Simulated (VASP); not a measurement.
# KTaO3 (Pm-3m) in VASP: a series of runs, part 2 of 2

VASP 6.6.1. Earlier steps stand in the parts before.

### Step 5. Relaxation of cell and atoms, LDA

Input file INCAR:

```
PREC = Accurate ; ENCUT = 600
EDIFF = 1E-7 ; ISMEAR = 0
SIGMA = 0.02 ; LREAL = F
LASPH = T ; NELM = 120
ALGO = Normal ; ISIF = 3
LWAVE = F ; LCHARG = F
IBRION = 2 ; NSW = 100
EDIFFG = -0.002 ; GGA_COMPAT = F
NELMIN = 4
```

Input file KPOINTS:

```
Automatic mesh
0
Gamma
  8 8 8
```

Input file POSCAR:

```
KTaO3
1.0
    3.9948813700      0.0000000000      0.0000000000
    0.0000000000      3.9948813700      0.0000000000
    0.0000000000      0.0000000000      3.9948813700
K Ta O
1 1 3
Direct
    0.0000000000      0.0000000000      0.0000000000
    0.5000000000      0.5000000000      0.5000000000
    0.5000000000      0.5000000000      0.0000000000
    0.5000000000      0.0000000000      0.5000000000
    0.0000000000      0.5000000000      0.5000000000
```

Potentials or basis: VASP PAW LDA potentials, release 64 (K_sv, Ta_pv, O).

Run with:

```sh
$ cat potpaw_LDA.64/K_sv/POTCAR potpaw_LDA.64/Ta_pv/POTCAR potpaw_LDA.64/O/POTCAR > POTCAR
$ mpirun -np 1 vasp_std > vasp.out
```

OUTCAR:

```text
PREC = Accurate
   ENCUT = 600
   EDIFF = 1E-7
   ISMEAR = 0
   LREAL = F
   LASPH = T
   NELM = 120
   ISIF = 3
   IBRION = 2
   NSW = 100
   EDIFFG = -0.002
   NELMIN = 4

 ion  position               nearest neighbor table
   1  0.000  0.000  0.000-   3 2.82   4 2.82   5 2.82   4 2.82   5 2.82   3 2.82   5 2.82   5 2.82
                             3 2.82   4 2.82   4 2.82   3 2.82   2 3.46   2 3.46   2 3.46   2 3.46
   2  0.500  0.500  0.500-   3 2.00   4 2.00   5 2.00   3 2.00   4 2.00   5 2.00   1 3.46   1 3.46
                             1 3.46   1 3.46   1 3.46   1 3.46   1 3.46   1 3.46
   3  0.500  0.500  0.000-   2 2.00   2 2.00   1 2.82   1 2.82   1 2.82   1 2.82
   4  0.500  0.000  0.500-   2 2.00   2 2.00   1 2.82   1 2.82   1 2.82   1 2.82
   5  0.000  0.500  0.500-   2 2.00   2 2.00   1 2.82   1 2.82   1 2.82   1 2.82

  LATTYP: Found a simple cubic cell.
 ALAT       =     3.9948813700

  Lattice vectors:

 A1 = (   3.9948813700,   0.0000000000,   0.0000000000)
 A2 = (   0.0000000000,   3.9948813700,   0.0000000000)
 A3 = (   0.0000000000,   0.0000000000,   3.9948813700)

Analysis of symmetry for initial positions (statically):
=====================================================================
 Subroutine PRICEL returns:
 Original cell was already a primitive cell.

 Routine SETGRP: Setting up the symmetry group for a
 simple cubic supercell.

 Subroutine GETGRP returns: Found 48 space group operations
 (whereof 48 operations were pure point group operations)
 out of a pool of 48 trial point group operations.

The static configuration has the point symmetry O_h .

Analysis of symmetry for dynamics (positions and initial velocities):
=====================================================================
 Subroutine PRICEL returns:
 Original cell was already a primitive cell.

 Routine SETGRP: Setting up the symmetry group for a
 simple cubic supercell.

 Subroutine GETGRP returns: Found 48 space group operations
 (whereof 48 operations were pure point group operations)
 out of a pool of 48 trial point group operations.

The dynamic configuration has the point symmetry O_h .
[... 135 lines left out ...]
   LRPA    =     F    only Hartree local field effects (RPA)
 conjugate gradient relaxation of ions
 non-spin polarized calculation
 Gauss-broadening in eV      SIGMA  =   0.02
  energy-cutoff  :      600.00
  volume of cell :       63.75
 maximum number of plane-waves:      2176
 NGX is ok and might be reduce to    32
   NGX = 15   NGY = 15   NGZ = 15

--------------------------------------- Ionic step        1  -------------------------------------------

 number of electron      37.9999993 magnetization

 Free energy of the ion-electron system (eV)
  ---------------------------------------------------
  ext. energy  EPLUGINS =         0.00000000
  ---------------------------------------------------
  free energy    TOTEN  =       -45.04069311 eV

  energy without entropy =      -45.04069311  energy(sigma->0) =      -45.04069311

------------------------ aborting loop because EDIFF is reached ----------------------------------------

  FORCE on cell =-STRESS in cart. coord.  units (eV):
  Direction    XX          YY          ZZ          XY          YZ          ZX
  --------------------------------------------------------------------------------------
  -------------------------------------------------------------------------------------
  Total       -2.2265435     -2.2265435     -2.2265435      0.0000000      0.0000000     -0.0000000
  in kB      -55.9538678    -55.9538678    -55.9538678      0.0000000      0.0000000     -0.0000000
  external PRESSURE =     -55.9538678 kB  Pullay stress =       0.0000000 kB
[... 182 lines left out ...]
--------------------------------------- Ionic step        6  -------------------------------------------

 number of electron      37.9999982 magnetization

 Free energy of the ion-electron system (eV)
  ---------------------------------------------------
  ext. energy  EPLUGINS =         0.00000000
  ---------------------------------------------------
  free energy    TOTEN  =       -45.07146043 eV

  energy without entropy =      -45.07146043  energy(sigma->0) =      -45.07146043

 E-fermi :   1.7593     XC(G=0): -11.5440

 val. band max:        1.6787503250   @ k =   0.5000   0.5000   0.5000
 cond. band min:       3.7458650095   @ k =   0.0000   0.0000   0.0000
 fundamental gap:      2.0671146845
 Fermi energy:         1.7593291599

 k-point     1 :       0.0000    0.0000    0.0000
  band No.  band energies     occupation
      1     -32.1355      2.00000
      2     -32.1355      2.00000
      3     -32.1355      2.00000
      4     -25.1781      2.00000
      5     -15.6605      2.00000
      6     -14.9159      2.00000
[... 613 lines left out ...]
     22       7.8494      0.00000
     23      10.2957      0.00000

 [... further k-points ...]

------------------------ aborting loop because EDIFF is reached ----------------------------------------

  FORCE on cell =-STRESS in cart. coord.  units (eV):
  Direction    XX          YY          ZZ          XY          YZ          ZX
  --------------------------------------------------------------------------------------
  -------------------------------------------------------------------------------------
  Total       -0.0038276     -0.0038276     -0.0038276     -0.0000000      0.0000000      0.0000000
  in kB       -0.0988524     -0.0988524     -0.0988524     -0.0000000      0.0000000      0.0000000
  external PRESSURE =      -0.0988524 kB  Pullay stress =       0.0000000 kB
[... 20 lines left out ...]
  FREE ENERGIE OF THE ION-ELECTRON SYSTEM (eV)
  ---------------------------------------------------
  free  energy   TOTEN  =       -45.0714604256 eV

  energy  without entropy=      -45.0714604256  energy(sigma->0) =      -45.07146043

 reached required accuracy - stopping structural energy minimisation
```

OSZICAR:

```text
N       E                     dE             d eps       ncg     rms          rms(c)
DAV:   1     0.374415686842E+03    0.37442E+03   -0.23468E+04  1610   0.189E+03
DAV:   2    -0.312465011805E+02   -0.40566E+03   -0.39602E+03  2011   0.488E+02
[... 48 lines left out ...]
   5 F= -.45071459E+02 E0= -.45071459E+02  d E =-.191872E-05
       N       E                     dE             d eps       ncg     rms          rms(c)
DAV:   1    -0.450714668324E+02   -0.80012E-05   -0.19271E-04  1799   0.138E-01    0.237E-02
DAV:   2    -0.450714615661E+02    0.52663E-05   -0.19436E-05  1813   0.332E-02    0.107E-02
DAV:   3    -0.450714605299E+02    0.10362E-05   -0.18776E-06  2019   0.139E-02    0.403E-03
DAV:   4    -0.450714604199E+02    0.10998E-06   -0.64066E-07  2170   0.541E-03    0.224E-03
DAV:   5    -0.450714604256E+02   -0.56266E-08   -0.33969E-08  1008   0.142E-03
   6 F= -.45071460E+02 E0= -.45071460E+02  d E =-.345025E-05
```

CONTCAR:

```text
KTaO3
   1.00000000000000
     3.9586915658897834    0.0000000000000000    0.0000000000000000
     0.0000000000000000    3.9586915658897834   -0.0000000000000000
     0.0000000000000000    0.0000000000000000    3.9586915658897834
  K               Ta              O
     1     1     3
Direct
     0.0000000000000000    0.0000000000000000    0.0000000000000000
     0.5000000000000000    0.5000000000000000    0.5000000000000000
     0.5000000000000000    0.5000000000000000    0.0000000000000000
     0.5000000000000000    0.0000000000000000    0.5000000000000000
     0.0000000000000000    0.5000000000000000    0.5000000000000000

  0.00000000E+00  0.00000000E+00  0.00000000E+00
  0.00000000E+00  0.00000000E+00  0.00000000E+00
  0.00000000E+00  0.00000000E+00  0.00000000E+00
  0.00000000E+00  0.00000000E+00  0.00000000E+00
  0.00000000E+00  0.00000000E+00  0.00000000E+00
```

Run time: 2.3 min. Hardware: 1 thread of AMD EPYC 7R13 (Zen 3), shared host; peak memory 0.18 GiB.

Results:

```yaml
Free_energy: -45.0715 eV
Relaxed_volume: 12.41 Å³/atom
Relaxed_cell: a = 3.959 Å, b = 3.959 Å, c = 3.959 Å, α = 90.00°, β = 90.00°, γ = 90.00°
Space_group_after_relaxing_to_0.1_Å: Pm-3m (No. 221)
Energy_gained_by_relaxing: 6.2 meV/atom
Ionic_steps: 6
Pressure_after_relaxing: 0.0 GPa
Band_gap_on_the_k_mesh: 2.07 eV (least direct gap 2.68 eV)
```

The path:
| step | energy change (eV) | largest force (eV/Å) | pressure (GPa) | volume (Å³) |
| --- | --- | --- | --- | --- |
| 1 | 0.0000 | 0.0000 | -5.60 | 63.75 |
| 2 | 0.0315 | 0.0000 | 8.98 | 59.73 |
| 3 | -0.0308 | 0.0000 | -0.06 | 62.05 |
| 4 | -0.0308 | 0.0000 | 0.05 | 62.02 |
| 5 | -0.0308 | 0.0000 | -0.03 | 62.05 |
| 6 | -0.0308 | 0.0000 | -0.01 | 62.04 |

Final structure:
```
CELL_PARAMETERS angstrom
3.95869 0.00000 0.00000
0.00000 3.95869 0.00000
0.00000 0.00000 3.95869
ATOMIC_POSITIONS crystal
K 0.00000 0.00000 0.00000
Ta 0.50000 0.50000 0.50000
O 0.50000 0.50000 0.00000
O 0.50000 0.00000 0.50000
O 0.00000 0.50000 0.50000
```

Caveat: spin-orbit coupling is left out, which moves the levels of the heavy elements. A k mesh can miss the band edges.

### Step 6. Summary

```tsv
task	cell	k mesh	smearing	gap on the mesh (eV)	pressure (GPa)
single point	a = 3.995 Å, 5 atoms	4 × 4 × 4	gaussian 0.1 eV	1.99	-5.5
single point	a = 3.952 Å, 5 atoms	8 × 8 × 8	gaussian 0.02 eV	2.08	1.2
relaxation of cell and atoms	relaxed from a = 3.995 Å, 5 atoms	8 × 8 × 8	gaussian 0.02 eV	2.07	0.0
```

Alike in all rows: level LDA; potentials or basis VASP PAW LDA potentials, release 64 (K_sv, Ta_pv, O); no spin polarisation; cutoff (eV) 600.

Caveats: spin-orbit coupling is left out, which moves the levels of the heavy elements; the cell stands under tension (at least some runs).

Total energies depend on the potentials used, so only differences within one code and one set of settings carry meaning.
